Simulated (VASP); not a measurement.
# Si in VASP: further runs

The runs below take Si through relaxation of the atoms, with LDA.

Program: VASP 6.6.1. These are calculated values, not measurements. Logs are shortened: lines on timing, memory, paths and dates and some standing lists are left out, and cuts for length are marked.

## 1. The cell of the first run

Symmetry: Fd-3m, No. 227, cubic system. Conventional cell: a = 5.429 Å, b = 5.429 Å, c = 5.429 Å, α = 90.00°, β = 90.00°, γ = 90.00°. Within 3.1 Å of Si (site symmetry -43m) lie 4 Si at 2.35 Å.

## 2. Relaxation of the atoms, LDA

Input file INCAR:

```
SYSTEM = Si
PREC = Accurate
ENCUT = 520
EDIFF = 1E-6
ISMEAR = 0
SIGMA = 0.01
LREAL = .False.
LASPH = .True.
NELM = 60
ALGO = Normal
ISIF = 2
LWAVE = .False.
LCHARG = .False.
IBRION = 2
NSW = 80
EDIFFG = -5E-4
```

Input file KPOINTS:

```
Automatic mesh
0
Gamma
  10 10 10
  0 0 0
```

Input file POSCAR:

```
Si
1.0
    0.0000000000      2.7144783717      2.7144783717
    2.7144783717      0.0000000000      2.7144783717
    2.7144783717      2.7144783717      0.0000000000
Si
2
Direct
    0.0000000000      0.0000000000      0.0000000000
    0.2500000000      0.2500000000      0.2500000000
```

Potentials or basis: VASP PAW LDA potentials, release 64 (Si).

On the command line:

```console
cat potpaw_LDA.64/Si/POTCAR > POTCAR
mpirun -np 1 vasp_std > vasp.out
```

OUTCAR:

```text
SYSTEM = Si
   PREC = Accurate
   ENCUT = 520
   EDIFF = 1E-6
   ISMEAR = 0
   LREAL = .False.
   LASPH = .True.
   NELM = 60
   ISIF = 2
   IBRION = 2
   NSW = 80
   EDIFFG = -5E-4

 ion  position               nearest neighbor table
   1  0.000  0.000  0.000-   2 2.35   2 2.35   2 2.35   2 2.35
   2  0.250  0.250  0.250-   1 2.35   1 2.35   1 2.35   1 2.35

  LATTYP: Found a face centered cubic cell.
 ALAT       =     5.4289567434

  Lattice vectors:

 A1 = (   0.0000000000,   2.7144783717,   2.7144783717)
 A2 = (   2.7144783717,   0.0000000000,   2.7144783717)
 A3 = (   2.7144783717,   2.7144783717,   0.0000000000)

Analysis of symmetry for initial positions (statically):
=====================================================================
 Subroutine PRICEL returns:
 Original cell was already a primitive cell.

 Routine SETGRP: Setting up the symmetry group for a
 face centered cubic supercell.

 Subroutine GETGRP returns: Found 48 space group operations
 (whereof 24 operations were pure point group operations)
 out of a pool of 48 trial point group operations.

The static configuration has the point symmetry T_d .
 The point group associated with its full space group is O_h .

Analysis of symmetry for dynamics (positions and initial velocities):
=====================================================================
 Subroutine PRICEL returns:
 Original cell was already a primitive cell.

 Routine SETGRP: Setting up the symmetry group for a
 face centered cubic supercell.

 Subroutine GETGRP returns: Found 48 space group operations
 (whereof 24 operations were pure point group operations)
 out of a pool of 48 trial point group operations.

The dynamic configuration has the point symmetry T_d .
 The point group associated with its full space group is O_h .

 Subroutine INISYM returns: Found 48 space group operations
 (whereof 24 operations are pure point group operations),
 and found     1 'primitive' translations

----------------------------------------------------------------------------------------

                                     Primitive cell

  volume of cell :      40.0027

  direct lattice vectors                    reciprocal lattice vectors
     0.000000000  2.714478372  2.714478372    -0.184197452  0.184197452  0.184197452
     2.714478372  0.000000000  2.714478372     0.184197452 -0.184197452  0.184197452
     2.714478372  2.714478372  0.000000000     0.184197452  0.184197452 -0.184197452

  length of vectors
     3.838852128  3.838852128  3.838852128     0.319039346  0.319039346  0.319039346

[... 89 lines left out ...]
   TEBEG  =    0.0;   TEEND  =   0.0 temperature during run
   PSTRESS=    0.0 pullay stress
   NELECT =       8.0000    total number of electrons
   NUPDOWN=      -1.0000    fix difference up-down
   EMIN   =  10.00;   EMAX   =-10.00  energy-range for DOS
   EFERMI =   0.00;   METHOD = LEGACY
   ISMEAR =     0;   SIGMA  =   0.01  broadening in eV -4-tet -1-fermi 0-gaus
   EFERMI_NEDOS =   21; number of points for ismear=-14 and -15
   IALGO  =     38    algorithm
   IMIX   =      4    mixing-type and parameters
     AMIX     =   0.40;   BMIX     =  1.00
     AMIX_MAG =   1.60;   BMIX_MAG =  1.00
  volume/ion in A,a.u.               =      20.00       134.98
  Fermi-wavevector in a.u.,A,eV,Ry     =   0.957360  1.809147 12.470249  0.916537
  Thomas-Fermi vector in A             =   2.086371
   LORBIT       =      0    0 simple, 1 ext, 2 COOP (PROOUT), +10 PAW based schemes
   GGA     = CA    functional components
   LHFCALC =     F    Hartree Fock is set to
   AEXX    =    0.0000 exact exchange contribution
   IVDW    =     0    specifies the selected vdW correction
   LEPSILON=     F    determine dielectric tensor
   LRPA    =     F    only Hartree local field effects (RPA)
 conjugate gradient relaxation of ions
 non-spin polarized calculation
 Gauss-broadening in eV      SIGMA  =   0.01
  energy-cutoff  :      520.00
  volume of cell :       40.00
 maximum number of plane-waves:      1091
 NGX is ok and might be reduce to    30
   NGX = 15   NGY = 15   NGZ = 15

 number of electron       8.0000000 magnetization

 Free energy of the ion-electron system (eV)
  ---------------------------------------------------
  ext. energy  EPLUGINS =         0.00000000
  ---------------------------------------------------
  free energy    TOTEN  =       -11.91667564 eV

  energy without entropy =      -11.91667564  energy(sigma->0) =      -11.91667564

 E-fermi :   5.8422     XC(G=0):  -9.6093

 val. band max:        5.7797071287   @ k =   0.0000   0.0000   0.0000
 cond. band min:       6.2569914762   @ k =   0.4000   0.4000   0.0000
 fundamental gap:      0.4772843475
 Fermi energy:         5.8421935968

 k-point     1 :       0.0000    0.0000    0.0000
  band No.  band energies     occupation
      1      -6.1841      2.00000
      2       5.7797      2.00000
      3       5.7797      2.00000
      4       5.7797      2.00000
      5       8.3042      0.00000
      6       8.3042      0.00000
      7       8.3042      0.00000
      8       8.9998      0.00000
[... 243 lines left out ...]
 k-point    24 :       0.4000    0.3000    0.0000
  band No.  band energies     occupation
      1      -4.0196      2.00000
      2       0.3555      2.00000
      3       2.9081      2.00000
      4       3.3419      2.00000
      5       6.7348      0.00000
      6       7.9255      0.00000
      7      12.6558      0.00000
      8      12.7900      0.00000

 [... further k-points ...]

------------------------ aborting loop because EDIFF is reached ----------------------------------------

  FORCE on cell =-STRESS in cart. coord.  units (eV):
  Direction    XX          YY          ZZ          XY          YZ          ZX
  --------------------------------------------------------------------------------------
  -------------------------------------------------------------------------------------
  Total       -0.3388572     -0.3388572     -0.3388572      0.0000000     -0.0000000     -0.0000000
  in kB      -13.5718209    -13.5718209    -13.5718209      0.0000000     -0.0000000     -0.0000000
  external PRESSURE =     -13.5718209 kB  Pullay stress =       0.0000000 kB

 VOLUME and BASIS-vectors are now :
 -----------------------------------------------------------------------------
  energy-cutoff  :      520.00
  volume of cell :       40.00
      direct lattice vectors                 reciprocal lattice vectors
     0.000000000  2.714478372  2.714478372    -0.184197452  0.184197452  0.184197452
     2.714478372  0.000000000  2.714478372     0.184197452 -0.184197452  0.184197452
     2.714478372  2.714478372  0.000000000     0.184197452  0.184197452 -0.184197452

 POSITION                                       TOTAL-FORCE (eV/Angst)
 -----------------------------------------------------------------------------------
      0.00000      0.00000      0.00000         0.000000      0.000000     -0.000000
      1.35724      1.35724      1.35724         0.000000     -0.000000      0.000000
 -----------------------------------------------------------------------------------
    total drift:                               -0.000000     -0.000000     -0.000000

  FREE ENERGIE OF THE ION-ELECTRON SYSTEM (eV)
  ---------------------------------------------------
  free  energy   TOTEN  =       -11.9166756390 eV

  energy  without entropy=      -11.9166756390  energy(sigma->0) =      -11.91667564

 reached required accuracy - stopping structural energy minimisation
```

OSZICAR:

```text
N       E                     dE             d eps       ncg     rms          rms(c)
DAV:   1     0.604602209735E+01    0.60460E+01   -0.32933E+03   752   0.766E+02
DAV:   2    -0.119083872475E+02   -0.17954E+02   -0.16868E+02  1144   0.824E+01
DAV:   3    -0.121772738115E+02   -0.26889E+00   -0.26889E+00  1024   0.124E+01
DAV:   4    -0.121783071045E+02   -0.10333E-02   -0.10333E-02  1168   0.828E-01
DAV:   5    -0.121783085326E+02   -0.14280E-05   -0.14280E-05  1024   0.248E-02    0.501E+00
DAV:   6    -0.119986017331E+02    0.17971E+00   -0.12174E-01   936   0.174E+00    0.300E+00
DAV:   7    -0.119166600092E+02    0.81942E-01   -0.21429E-01   904   0.236E+00    0.236E-01
DAV:   8    -0.119166898655E+02   -0.29856E-04   -0.62847E-03   864   0.591E-01    0.679E-02
DAV:   9    -0.119166710751E+02    0.18790E-04   -0.19588E-04  1136   0.945E-02    0.585E-02
DAV:  10    -0.119166757254E+02   -0.46503E-05   -0.97356E-06   960   0.232E-02    0.316E-02
DAV:  11    -0.119166756390E+02    0.86463E-07   -0.62955E-07   736   0.558E-03
   1 F= -.11916676E+02 E0= -.11916676E+02  d E =-.119167E+02
```

CONTCAR:

```text
Si
   1.00000000000000
     0.0000000000000000    2.7144783716999998    2.7144783716999998
     2.7144783716999998    0.0000000000000000    2.7144783716999998
     2.7144783716999998    2.7144783716999998    0.0000000000000000
  Si
     2
Direct
     0.0000000000000000    0.0000000000000000    0.0000000000000000
     0.2500000000000000    0.2500000000000000    0.2500000000000000

  0.00000000E+00  0.00000000E+00  0.00000000E+00
  0.00000000E+00  0.00000000E+00  0.00000000E+00
```

Run time: 9.9 s. Hardware: 1 thread of Intel Xeon Platinum 8488C (Sapphire Rapids), shared host; peak memory 0.14 GiB.

What came out:

| Item | Value |
| --- | --- |
| Free energy | -11.9167 eV |
| Pressure after relaxing | -1.4 GPa |
| Band gap on the k mesh | 0.48 eV (least direct gap 2.52 eV) |

Final structure:
```cif
data_structure
_symmetry_space_group_name_H-M 'P 1'
_symmetry_Int_Tables_number 1
_cell_length_a 3.8389
_cell_length_b 3.8389
_cell_length_c 3.8389
_cell_angle_alpha 60.000
_cell_angle_beta 60.000
_cell_angle_gamma 60.000
_cell_volume 40.00
loop_
_atom_site_label
_atom_site_type_symbol
_atom_site_fract_x
_atom_site_fract_y
_atom_site_fract_z
_atom_site_occupancy
Si1 Si 0.00000 0.00000 0.00000 1
Si2 Si 0.25000 0.25000 0.25000 1
```

Levels at points of the mesh, in eV from the valence-band top:
```csv
k point,band 2,band 3,band 4,band 5,band 6,band 7
"(0.00, 0.00, 0.00)",0.00,0.00,0.00,2.52,2.52,2.52
"(0.50, 0.00, 0.00)",-6.99,-1.20,-1.20,1.43,3.29,3.29
"(0.50, 0.50, 0.00)",-7.82,-2.86,-2.86,0.60,0.60,9.99
```

Caveat: the relaxation stopped at its first step, so nothing moved; semilocal functionals underestimate gaps, and a narrow one can read as zero. A k mesh can miss the band edges.

## 3. Relaxation of the atoms, LDA

This run uses another cell than the first one, of 19.70 Å³/atom.

Input file INCAR:

```
PREC     = Accurate       # precision mode
ENCUT    = 520            # plane-wave cutoff, eV
EDIFF    = 1E-7           # SCF threshold, eV
ISMEAR   = 0              # smearing method
SIGMA    = 0.01           # smearing width, eV
LREAL    = F              # projectors in reciprocal space
LASPH    = T              # aspherical terms in the spheres
NELM     = 60             # most SCF steps
ALGO     = Normal         # electronic algorithm
ISIF     = 2              # what is computed and relaxed
LWAVE    = F              # write WAVECAR
LCHARG   = F              # write CHGCAR
IBRION   = 2              # ionic algorithm
NSW      = 80             # ionic steps
EDIFFG   = -5E-4          # ionic threshold
```

Input file KPOINTS:

```
regular mesh
0
Gamma
  10 10 10
```

Input file POSCAR:

```
Si
1.0
    0.0067524338      2.7009735042      2.7009735042
    2.7009735042      0.0067524338      2.7009735042
    2.7077259380      2.7077259380      0.0000000000
Si
2
Direct
    0.0000000000      0.0000000000      0.0000000000
    0.2500000000      0.2500000000      0.2500000000
```

Potentials or basis: VASP PAW LDA potentials, release 64 (Si).

On the command line:

```console
cat potpaw_LDA.64/Si/POTCAR > POTCAR
mpirun -np 1 vasp_std > vasp.out
```

Wall time 83 s (1 thread of Oxide Virtual Turin-like, shared host); peak memory 0.13 GiB.

Results (log left out):

| Property | Result |
| --- | --- |
| Free energy | -11.9188 eV |
| Energy gained by relaxing | 0.0 meV/atom |
| Ionic steps | 3 |
| Pressure after relaxing | 0.0 GPa |
| Band gap on the k mesh | 0.43 eV (least direct gap 2.48 eV) |

Stress tensor (GPa, compression positive):
```
 0.05 -0.38  0.00
-0.38  0.05  0.00
 0.00  0.00  0.05
```

Final structure:
```
CELL_PARAMETERS angstrom
0.00675 2.70097 2.70097
2.70097 0.00675 2.70097
2.70773 2.70773 0.00000
ATOMIC_POSITIONS crystal
Si 0.00034 0.00034 0.99966
Si 0.24966 0.24966 0.25034
```

Levels at points of the mesh, in eV from the valence-band top:
```tsv
k point	band 2	band 3	band 4	band 5	band 6	band 7
(0.00, 0.00, 0.00)	-0.05	-0.02	0.00	2.48	2.50	2.54
(0.50, 0.00, 0.00)	-7.08	-1.26	-1.24	1.44	3.24	3.26
(0.50, 0.50, 0.00)	-7.88	-2.95	-2.89	0.51	0.59	10.07
(0.00, 0.00, 0.50)	-7.09	-1.23	-1.21	1.49	3.26	3.28
(0.50, 0.00, 0.50)	-7.89	-2.92	-2.92	0.55	0.55	10.09
```

Caveat: semilocal functionals underestimate gaps, and a narrow one can read as zero.

## 4. Relaxation of the atoms, LDA

This run uses another cell than the first one, of 19.70 Å³/atom.

Input file INCAR:

```
PREC = Accurate
ENCUT = 520
EDIFF = 1E-6
ISMEAR = 0
SIGMA = 0.01
LREAL = False
LASPH = True
NELM = 100
ALGO = Normal
ISIF = 2
LWAVE = False
LCHARG = False
GGA = CA
IBRION = 2
NSW = 80
EDIFFG = -5E-4
```

KPOINTS is that of step 3.

Input file POSCAR:

```
Si
1.0
   -0.0067524338      2.7009735042      2.7009735042
    2.7009735042     -0.0067524338      2.7009735042
    2.6942210705      2.6942210705      0.0000000000
Si
2
Direct
    0.0000000000      0.0000000000      0.0000000000
    0.2500000000      0.2500000000      0.2500000000
```

On the command line:

```console
cat potpaw_LDA.64/Si/POTCAR > POTCAR
mpirun -np 1 vasp_std > vasp.out
```

Run time: 61 s. Hardware: 1 thread of Oxide Virtual Turin-like, shared host; peak memory 0.13 GiB.

The run converged. Its results:

* Free energy: -11.9188 eV
* Energy gained by relaxing: 0.0 meV/atom
* Ionic steps: 3
* Pressure after relaxing: 0.0 GPa
* Band gap on the k mesh: 0.43 eV (least direct gap 2.48 eV)

Stress tensor (GPa, compression positive):
```
0.05 0.37 0.00
0.37 0.05 0.00
0.00 0.00 0.05
```

Final structure:
```
Si
1.0
    -0.00675    2.70097    2.70097
     2.70097   -0.00675    2.70097
     2.69422    2.69422    0.00000
Si
2
Direct
  0.99966 0.99966 0.00034
  0.25034 0.25034 0.24966
```

Levels at points of the mesh, in eV from the valence-band top:
```tsv
k point	band 2	band 3	band 4	band 5	band 6	band 7
(0.00, 0.00, 0.00)	-0.05	-0.02	0.00	2.48	2.50	2.54
(0.50, 0.00, 0.00)	-7.09	-1.23	-1.21	1.49	3.26	3.28
(0.50, 0.50, 0.00)	-7.88	-2.95	-2.89	0.51	0.59	10.07
(0.00, 0.00, 0.50)	-7.08	-1.25	-1.24	1.44	3.24	3.26
(0.50, 0.00, 0.50)	-7.89	-2.92	-2.92	0.55	0.55	10.09
```

Caveat: semilocal functionals underestimate gaps, and a narrow one can read as zero.

## 5. The runs side by side

```tsv
cell	gap on the mesh (eV)	pressure (GPa)
atoms relaxed from a = 3.839 Å, angles 60.0°, 2 atoms	0.48	-1.4
atoms relaxed from a = 3.820, b = 3.820, c = 3.829 Å, angles 59.9, 59.9, 59.8°, 2 atoms	0.43	0.0
atoms relaxed from a = 3.820, b = 3.820, c = 3.810 Å, angles 60.1, 60.1, 60.2°, 2 atoms	0.43	0.0
```

Alike in all rows: task relaxation of the atoms; level LDA; potentials or basis VASP PAW LDA potentials, release 64 (Si); no spin polarisation; k mesh 10 × 10 × 10; cutoff (eV) 520; smearing gaussian 0.01 eV.

Caveats: semilocal functionals underestimate gaps, and a narrow one can read as zero; the relaxation stopped at its first step, so nothing moved (at least some runs).

Absolute energies hang on the potentials; compare differences alone.
